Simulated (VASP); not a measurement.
# ZnS (Cmc2_1) in VASP: further runs

The runs below take ZnS through single point, with r2SCAN.

Everything below comes from runs of VASP 6.6.1. Logs are shortened: lines on timing, memory, paths and dates and some standing lists are left out, and cuts for length are marked.

## 1. The cell of the first run

The structure is orthorhombic, space group Cmc2_1 (No. 36). The conventional cell has a = 3.809 Å, b = 6.597 Å, c = 12.466 Å, α = 90.00°, β = 90.00°, γ = 90.00°. Within 3.1 Å of Zn (site symmetry m) lie 4 S at 2.33 to 2.34 Å. Zn (site symmetry m) has 4 S at 2.33 to 2.34 Å within 3.1 Å. S (site symmetry m) has 4 Zn at 2.33 to 2.34 Å within 3.1 Å. S (site symmetry m) has 4 Zn at 2.33 to 2.34 Å within 3.1 Å.

## 2. Single point, r2SCAN (mode 4 (57.0 1/cm) frozen in, largest displacement +0.090 Å)

File POSCAR:

```
ZnS
1.0
    3.8087369172      0.0000000000      0.0000000000
   -1.9043684586      3.2984629266      0.0000000000
    0.0000000000      0.0000000000     12.4664651906
Zn S
4 4
Direct
   -0.0032552929     -0.0065105858      0.0001143945
    0.0032552929      0.0065105858      0.5001143945
    0.3196906152      0.6393812304      0.2500706171
    0.6803093848      0.3606187696      0.7500706171
   -0.0122561050     -0.0245122100      0.1872361431
    0.0122561050      0.0245122100      0.6872361431
    0.3356877874      0.6713755748      0.4375788453
    0.6643122126      0.3286244252      0.9375788453
```

File INCAR.step1:

```
SYSTEM = ZnS
ALGO     = Normal         ! electronic algorithm
EDIFF    = 1E-4           ! SCF threshold, eV
ENCUT    = 520            ! plane-wave cutoff, eV
GGA      = PE             ! functional
ISMEAR   = 0              ! smearing method
LASPH    = .TRUE.         ! aspherical terms in the spheres
LCHARG   = .FALSE.        ! write CHGCAR
LREAL    = .FALSE.        ! projectors in reciprocal space
LWAVE    = .TRUE.         ! write WAVECAR
NBANDS   = 46             ! bands
NELM     = 60             ! most SCF steps
PREC     = Accurate       ! precision mode
SIGMA    = 0.05           ! smearing width, eV
```

File INCAR.step2:

```
SYSTEM = ZnS
ALGO     = Normal         ! electronic algorithm
EDIFF    = 1E-6           ! SCF threshold, eV
ENCUT    = 520            ! plane-wave cutoff, eV
ISIF     = 2              ! what is computed and relaxed
ISMEAR   = 0              ! smearing method
ISTART   = 1            
LASPH    = .TRUE.         ! aspherical terms in the spheres
LCHARG   = .FALSE.        ! write CHGCAR
LMIXTAU  = .TRUE.       
LREAL    = .FALSE.        ! projectors in reciprocal space
LWAVE    = .FALSE.        ! write WAVECAR
METAGGA  = R2SCAN         ! meta-GGA
NBANDS   = 46             ! bands
NELM     = 60             ! most SCF steps
PREC     = Accurate       ! precision mode
SIGMA    = 0.05           ! smearing width, eV
```

File KPOINTS:

```
k-points
0
G
  6 6 2
  0 0 0
```

Potentials or basis: VASP PAW PBE potentials, release 64 (Zn, S).

The run is started by

```sh
$ cat potpaw_PBE.64/Zn/POTCAR potpaw_PBE.64/S/POTCAR > POTCAR
$ cp INCAR.step1 INCAR
$ mpirun -np 1 vasp_std > vasp.out
$ cp INCAR.step2 INCAR
$ mpirun -np 1 vasp_std > vasp.out
```

OUTCAR:

```text
SYSTEM = ZnS
   EDIFF = 1E-6
   ENCUT = 520
   ISIF = 2
   ISMEAR = 0
   ISTART = 1
   LASPH = .TRUE.
   LREAL = .FALSE.
   METAGGA = R2SCAN
   NELM = 60
   PREC = Accurate

 ion  position               nearest neighbor table
   1  0.997  0.993  0.000-   8 2.33   5 2.33   8 2.34   8 2.34
   2  0.003  0.007  0.500-   7 2.33   6 2.33   7 2.34   7 2.34
   3  0.320  0.639  0.250-   5 2.33   5 2.34   5 2.34   7 2.34
   4  0.680  0.361  0.750-   6 2.33   6 2.34   6 2.34   8 2.34
   5  0.988  0.975  0.187-   3 2.33   1 2.33   3 2.34   3 2.34
   6  0.012  0.025  0.687-   4 2.33   2 2.33   4 2.34   4 2.34
   7  0.336  0.671  0.438-   2 2.33   2 2.34   2 2.34   3 2.34
   8  0.664  0.329  0.938-   1 2.33   1 2.34   1 2.34   4 2.34

  LATTYP: Found a hexagonal cell.
 ALAT       =     3.8087369172
 C/A-ratio  =     3.2731232064

  Lattice vectors:

 A1 = (   3.8087369172,   0.0000000000,   0.0000000000)
 A2 = (  -1.9043684586,   3.2984629266,   0.0000000000)
 A3 = (   0.0000000000,   0.0000000000,  12.4664651906)

Analysis of symmetry for initial positions (statically):
=====================================================================
 Subroutine PRICEL returns:
 Original cell was already a primitive cell.

 Routine SETGRP: Setting up the symmetry group for a
 hexagonal supercell.

 Subroutine GETGRP returns: Found  4 space group operations
 (whereof  2 operations were pure point group operations)
 out of a pool of 24 trial point group operations.

The static configuration has the point symmetry C_1h.
 The point group associated with its full space group is C_2v.

Analysis of symmetry for dynamics (positions and initial velocities):
=====================================================================
 Subroutine PRICEL returns:
 Original cell was already a primitive cell.

 Routine SETGRP: Setting up the symmetry group for a
 hexagonal supercell.

 Subroutine GETGRP returns: Found  4 space group operations
 (whereof  2 operations were pure point group operations)
 out of a pool of 24 trial point group operations.

The dynamic configuration has the point symmetry C_1h.
 The point group associated with its full space group is C_2v.

 Subroutine INISYM returns: Found  4 space group operations
 (whereof  2 operations are pure point group operations),
 and found     1 'primitive' translations

----------------------------------------------------------------------------------------

                                     Primitive cell

  volume of cell :     156.6159

  direct lattice vectors                    reciprocal lattice vectors
     3.808736917  0.000000000  0.000000000     0.262554233  0.151585757  0.000000000
    -1.904368459  3.298462927  0.000000000     0.000000000  0.303171514  0.000000000
     0.000000000  0.000000000 12.466465191     0.000000000  0.000000000  0.080215200

  length of vectors
     3.808736917  3.808736917 12.466465191     0.303171514  0.303171514  0.080215200

  position of ions in fractional coordinates (direct lattice)
     0.996744707  0.993489414  0.000114395
     0.003255293  0.006510586  0.500114395
     0.319690615  0.639381230  0.250070617
     0.680309385  0.360618770  0.750070617
     0.987743895  0.975487790  0.187236143
     0.012256105  0.024512210  0.687236143
     0.335687787  0.671375575  0.437578845
     0.664312213  0.328624425  0.937578845

  ion indices of the primitive-cell ions
   primitive index   ion index
                 1           1
                 2           2
                 3           3
                 4           4
                 5           5
                 6           6
                 7           7
                 8           8

----------------------------------------------------------------------------------------

 KPOINTS: k-points

Automatic generation of k-mesh.
 Grid dimensions read from file:
 generate k-points for:    6    6    2

 Generating k-lattice:

  Cartesian coordinates                     Fractional coordinates (reciprocal lattice)
     0.043759039  0.025264293  0.000000000     0.166666667  0.000000000  0.000000000
     0.000000000  0.050528586  0.000000000     0.000000000  0.166666667  0.000000000
     0.000000000  0.000000000  0.040107600     0.000000000  0.000000000  0.500000000

  Length of vectors
     0.050528586  0.050528586  0.040107600

  Shift w.r.t. Gamma in fractional coordinates (k-lattice)
     0.000000000  0.000000000  0.000000000

 Subroutine IBZKPT returns following result:
 ===========================================

 Found     26 irreducible k-points:

 Following reciprocal coordinates:
            Coordinates               Weight
  0.000000  0.000000  0.000000      1.000000
  0.166667 -0.000000  0.000000      4.000000
  0.000000  0.166667  0.000000      2.000000
  0.333333  0.000000  0.000000      4.000000
  0.000000  0.333333  0.000000      2.000000
  0.500000  0.000000  0.000000      2.000000
[... 16 lines left out ...]
[... 46 lines left out ...]
   METAGGA = R2SCAN    functional components
   LHFCALC =     F    Hartree Fock is set to
   AEXX    =    0.0000 exact exchange contribution
   IVDW    =     0    specifies the selected vdW correction
   LEPSILON=     F    determine dielectric tensor
   LRPA    =     F    only Hartree local field effects (RPA)
 non-spin polarized calculation
 Gauss-broadening in eV      SIGMA  =   0.05
  energy-cutoff  :      520.00
  volume of cell :      156.62
 maximum number of plane-waves:      4251
   NGX = 15   NGY = 15   NGZ = 47

 number of electron      71.9999984 magnetization

 Free energy of the ion-electron system (eV)
  ---------------------------------------------------
  ext. energy  EPLUGINS =         0.00000000
  ---------------------------------------------------
  free energy    TOTEN  =       -75.44251668 eV

  energy without entropy =      -75.44251668  energy(sigma->0) =      -75.44251668

 E-fermi :   2.1885     XC(G=0): -10.3194

 val. band max:        1.9198963843   @ k =   0.0000   0.0000   0.0000
 cond. band min:       4.6602402889   @ k =   0.0000   0.0000   0.0000
 fundamental gap:      2.7403439046
 Fermi energy:         2.1885264071

 k-point     1 :       0.0000    0.0000    0.0000
  band No.  band energies     occupation
      1     -11.8288      2.00000
      2     -11.3969      2.00000
      3     -11.3830      2.00000
      4     -10.8669      2.00000
      5      -4.6227      2.00000
      6      -4.6207      2.00000
[... 38 lines left out ...]
     45       9.0671      0.00000
     46       9.2789      0.00000

 k-point     2 :       0.1667   -0.0000    0.0000
  band No.  band energies     occupation
      1     -11.6406      2.00000
      2     -11.2429      2.00000
      3     -11.2289      2.00000
      4     -10.7656      2.00000
      5      -4.6274      2.00000
      6      -4.6015      2.00000
[... 38 lines left out ...]
     45       9.2150      0.00000
     46       9.3053      0.00000

 k-point     3 :       0.0000    0.1667    0.0000
  band No.  band energies     occupation
      1     -11.6402      2.00000
      2     -11.2426      2.00000
      3     -11.2282      2.00000
      4     -10.7649      2.00000
      5      -4.6306      2.00000
      6      -4.6174      2.00000
[... 38 lines left out ...]
     45       9.1439      0.00000
     46       9.3357      0.00000

 k-point     4 :       0.3333    0.0000    0.0000
  band No.  band energies     occupation
      1     -11.1889      2.00000
      2     -10.9040      2.00000
      3     -10.8900      2.00000
      4     -10.5846      2.00000
      5      -4.6382      2.00000
      6      -4.5751      2.00000
[... 920 lines left out ...]
     45       9.4602      0.00000
     46       9.4602      0.00000

 k-point    23 :       0.3333    0.1667    0.5000
  band No.  band energies     occupation
      1     -10.8388      2.00000
      2     -10.8388      2.00000
      3     -10.5885      2.00000
      4     -10.5885      2.00000
      5      -4.5457      2.00000
      6      -4.5457      2.00000
[... 38 lines left out ...]
     45       9.8033      0.00000
     46       9.8033      0.00000

 k-point    24 :      -0.1667    0.5000    0.5000
  band No.  band energies     occupation
      1     -10.8384      2.00000
      2     -10.8384      2.00000
      3     -10.5863      2.00000
      4     -10.5863      2.00000
      5      -4.5483      2.00000
      6      -4.5483      2.00000
[... 38 lines left out ...]
     45       9.7594      0.00000
     46       9.7594      0.00000

 [... further k-points ...]

------------------------ aborting loop because EDIFF is reached ----------------------------------------

  FORCE on cell =-STRESS in cart. coord.  units (eV):
  Direction    XX          YY          ZZ          XY          YZ          ZX
  --------------------------------------------------------------------------------------
  -------------------------------------------------------------------------------------
  Total       -0.0454330      0.0903008     -0.0033827      0.0000000      0.0000000      0.0000000
  in kB       -0.4647788      0.9237750     -0.0346047      0.0000000      0.0000000      0.0000000
  external PRESSURE =       0.1414639 kB  Pullay stress =       0.0000000 kB

 VOLUME and BASIS-vectors are now :
 -----------------------------------------------------------------------------
  energy-cutoff  :      520.00
  volume of cell :      156.62
      direct lattice vectors                 reciprocal lattice vectors
     3.808736917  0.000000000  0.000000000     0.262554233  0.151585757  0.000000000
    -1.904368459  3.298462927  0.000000000     0.000000000  0.303171514  0.000000000
     0.000000000  0.000000000 12.466465191     0.000000000  0.000000000  0.080215200

 POSITION                                       TOTAL-FORCE (eV/Angst)
 -----------------------------------------------------------------------------------
      1.90437      3.27699      0.00143         0.000000      0.037865     -0.002603
      0.00000      0.02147      6.23466        -0.000000     -0.037865     -0.002603
      0.00000      2.10898      3.11750         0.000000      0.080017      0.002432
      1.90437      1.18949      9.35073         0.000000     -0.080017      0.002432
      1.90437      3.21761      2.33417         0.000000      0.031559      0.004662
      0.00000      0.08085      8.56741         0.000000     -0.031559      0.004662
     -0.00000      2.21451      5.45506         0.000000     -0.004242     -0.004491
      1.90437      1.08396     11.68829         0.000000      0.004242     -0.004491
 -----------------------------------------------------------------------------------
    total drift:                                0.000000     -0.000001     -0.042831

  FREE ENERGIE OF THE ION-ELECTRON SYSTEM (eV)
  ---------------------------------------------------
  free  energy   TOTEN  =       -75.4425166828 eV

  energy  without entropy=      -75.4425166828  energy(sigma->0) =      -75.44251668
```

Run time: 7.5 min. Hardware: 1 thread of Intel Xeon Platinum 8488C (Sapphire Rapids), shared host; peak memory 0.37 GiB.

Results:

```yaml
Free_energy: -75.4425 eV
Pressure: 0.0 GPa
Largest_force: 0.080 eV/Å
Band_gap_on_the_k_mesh: 2.74 eV, direct
```

Forces on the atoms (eV/Å):
```
Zn   0.000  0.038 -0.003
Zn   0.000 -0.038 -0.003
Zn   0.000  0.080  0.002
Zn   0.000 -0.080  0.002
S    0.000  0.032  0.005
S    0.000 -0.032  0.005
S    0.000 -0.004 -0.004
S    0.000  0.004 -0.004
```

Stress tensor (GPa, compression positive):
```
-0.05  0.00  0.00
 0.00  0.09  0.00
 0.00  0.00  0.00
```

Caveat: the cell differs from its parent crystal (mode 4 (57.0 1/cm) frozen in, largest displacement +0.090 Å); the PAW data sets were made with another functional, which shifts forces and pressure a little.

## 3. Single point, r2SCAN (mode 4 (57.0 1/cm) frozen in, largest displacement -0.030 Å)

File POSCAR:

```
ZnS
1.0
    3.8087369172      0.0000000000      0.0000000000
   -1.9043684586      3.2984629266      0.0000000000
    0.0000000000      0.0000000000     12.4664651906
Zn S
4 4
Direct
    0.0010850976      0.0021701953      0.0001143945
   -0.0010850976     -0.0021701953      0.5001143945
    0.3378809060      0.6757618121      0.2500706171
    0.6621190940      0.3242381879      0.7500706171
    0.0040853683      0.0081707367      0.1872361431
   -0.0040853683     -0.0081707367      0.6872361431
    0.3325485153      0.6650970306      0.4375788453
    0.6674514847      0.3349029694      0.9375788453
```

File INCAR.step1:

```
SYSTEM = ZnS
  PREC = Accurate
  ENCUT = 550
  ISMEAR = 0
  SIGMA = 0.05
  LREAL = .FALSE.
  LASPH = .TRUE.
  NELM = 120
  NBANDS = 46
  GGA = PE
  ALGO = Normal
  EDIFF = 1E-5
  LWAVE = .TRUE.
  LCHARG = .FALSE.
  GGA_COMPAT = .FALSE.
```

File INCAR.step2:

```
SYSTEM = ZnS
  PREC = Accurate
  ENCUT = 550
  EDIFF = 1E-6
  ISMEAR = 0
  SIGMA = 0.05
  LREAL = .FALSE.
  LASPH = .TRUE.
  NELM = 120
  ALGO = Normal
  ISIF = 2
  LWAVE = .FALSE.
  LCHARG = .FALSE.
  METAGGA = R2SCAN
  LMIXTAU = .TRUE.
  NBANDS = 46
  ISTART = 1
  GGA_COMPAT = .FALSE.
```

File KPOINTS:

```
regular mesh
0
G
  6 6 2
  0 0 0
```

Potentials or basis: VASP PAW PBE potentials, release 64 (Zn, S).

The run is started by

```sh
$ cat potpaw_PBE.64/Zn/POTCAR potpaw_PBE.64/S/POTCAR > POTCAR
$ cp INCAR.step1 INCAR
$ mpirun -np 1 vasp_std > vasp.out
$ cp INCAR.step2 INCAR
$ mpirun -np 1 vasp_std > vasp.out
```

Run time: 19 min. Hardware: 1 thread of Intel Xeon 6975P-C, shared host; peak memory 0.4 GiB.

The run converged. Its results:

| Property | Result |
| --- | --- |
| Free energy | -75.4512 eV |
| Pressure | 0.0 GPa |
| Largest force | 0.018 eV/Å |
| Band gap on the k mesh | 2.75 eV, direct |

Forces in eV/Å, atoms in the order of the input:
```
Zn   0.000 -0.006 -0.008
Zn   0.000  0.006 -0.008
Zn   0.000 -0.017 -0.004
Zn   0.000  0.017 -0.004
S    0.000 -0.010  0.007
S    0.000  0.010  0.007
S    0.000  0.003  0.005
S    0.000 -0.003  0.005
```

Levels at points of the mesh, in eV from the valence-band top:
```
           k point  band 32  band 33  band 34  band 35  band 36  band 37  band 38  band 39  band 40  band 41
(0.00, 0.00, 0.00)    -0.48    -0.47    -0.04     0.00     0.00     2.75     3.72     3.95     4.20     6.81
(0.50, 0.00, 0.00)    -1.67    -1.66    -1.64    -1.16    -0.91     3.74     3.75     4.18     4.77     5.34
(0.00, 0.50, 0.00)    -1.67    -1.66    -1.63    -1.15    -0.91     3.73     3.77     4.16     4.77     5.33
(0.00, 0.00, 0.50)    -0.79    -0.15    -0.15    -0.15    -0.15     3.57     3.57     3.86     3.86     6.78
(0.50, 0.00, 0.50)    -2.13    -1.56    -1.56    -1.14    -1.14     4.09     4.09     4.50     4.50     5.08
(0.00, 0.50, 0.50)    -2.13    -1.55    -1.55    -1.15    -1.15     4.08     4.08     4.49     4.49     5.09
```

Caveat: the cell differs from its parent crystal (mode 4 (57.0 1/cm) frozen in, largest displacement -0.030 Å); the PAW data sets were made with another functional, which shifts forces and pressure a little.

## 4. Single point, r2SCAN (mode 4 (57.0 1/cm) frozen in, largest displacement +0.105 Å)

File POSCAR:

```
ZnS
1.0
    3.8087369172      0.0000000000      0.0000000000
   -1.9043684586      3.2984629266      0.0000000000
    0.0000000000      0.0000000000     12.4664651906
Zn S
4 4
Direct
   -0.0037978417     -0.0075956834      0.0001143945
    0.0037978417      0.0075956834      0.5001143945
    0.3174168288      0.6348336577      0.2500706171
    0.6825831712      0.3651663423      0.7500706171
   -0.0142987892     -0.0285975784      0.1872361431
    0.0142987892      0.0285975784      0.6872361431
    0.3360801964      0.6721603928      0.4375788453
    0.6639198036      0.3278396072      0.9375788453
```

File INCAR.step1:

```
SYSTEM = ZnS
PREC = Accurate
ENCUT = 550
ISMEAR = 0
SIGMA = 0.05
LREAL = .False.
LASPH = .True.
NELM = 120
NBANDS = 46
GGA = PE
ALGO = Normal
EDIFF = 1E-5
LWAVE = .True.
LCHARG = .False.
GGA_COMPAT = .False.
```

File INCAR.step2:

```
SYSTEM = ZnS
PREC = Accurate
ENCUT = 550
EDIFF = 1E-6
ISMEAR = 0
SIGMA = 0.05
LREAL = .False.
LASPH = .True.
NELM = 120
ALGO = Normal
ISIF = 2
LWAVE = .False.
LCHARG = .False.
METAGGA = R2SCAN
LMIXTAU = .True.
NBANDS = 46
ISTART = 1
GGA_COMPAT = .False.
```

File KPOINTS:

```
regular mesh
0
Gamma
  6 6 2
  0 0 0
```

The run is started by

```sh
$ cat potpaw_PBE.64/Zn/POTCAR potpaw_PBE.64/S/POTCAR > POTCAR
$ cp INCAR.step1 INCAR
$ mpirun -np 1 vasp_std > vasp.out
$ cp INCAR.step2 INCAR
$ mpirun -np 1 vasp_std > vasp.out
```

Run time: 17 min. Hardware: 1 thread of Intel Xeon 6975P-C, shared host; peak memory 0.4 GiB.

Results (log left out):

```
Free energy            : -75.4387 eV
Pressure               : 0.0 GPa
Largest force          : 0.083 eV/Å
Band gap on the k mesh : 2.74 eV, direct
```

Forces on the atoms (eV/Å):
```
Zn   0.000  0.043  0.004
Zn   0.000 -0.043  0.004
Zn   0.000  0.083  0.001
Zn   0.000 -0.083  0.001
S    0.000  0.035  0.004
S    0.000 -0.035  0.004
S    0.000 -0.003 -0.009
S    0.000  0.003 -0.009
```

Stress tensor (GPa, compression positive):
```
-0.04  0.00  0.00
 0.00  0.05  0.00
 0.00  0.00 -0.02
```

Levels at points of the mesh, in eV from the valence-band top:
| k point | band 34 | band 35 | band 36 | band 37 | band 38 | band 39 |
| --- | --- | --- | --- | --- | --- | --- |
| (0.00, 0.00, 0.00) | -0.04 | -0.02 | 0.00 | 2.74 | 3.72 | 3.94 |
| (0.50, 0.00, 0.00) | -1.63 | -1.14 | -0.92 | 3.71 | 3.77 | 4.14 |
| (0.00, 0.50, 0.00) | -1.66 | -1.18 | -0.91 | 3.68 | 3.78 | 4.21 |
| (0.00, 0.00, 0.50) | -0.17 | -0.15 | -0.15 | 3.56 | 3.56 | 3.85 |
| (0.50, 0.00, 0.50) | -1.55 | -1.15 | -1.15 | 4.07 | 4.07 | 4.48 |
| (0.00, 0.50, 0.50) | -1.59 | -1.15 | -1.15 | 4.09 | 4.09 | 4.49 |

Caveat: the cell differs from its parent crystal (mode 4 (57.0 1/cm) frozen in, largest displacement +0.105 Å); the PAW data sets were made with another functional, which shifts forces and pressure a little.
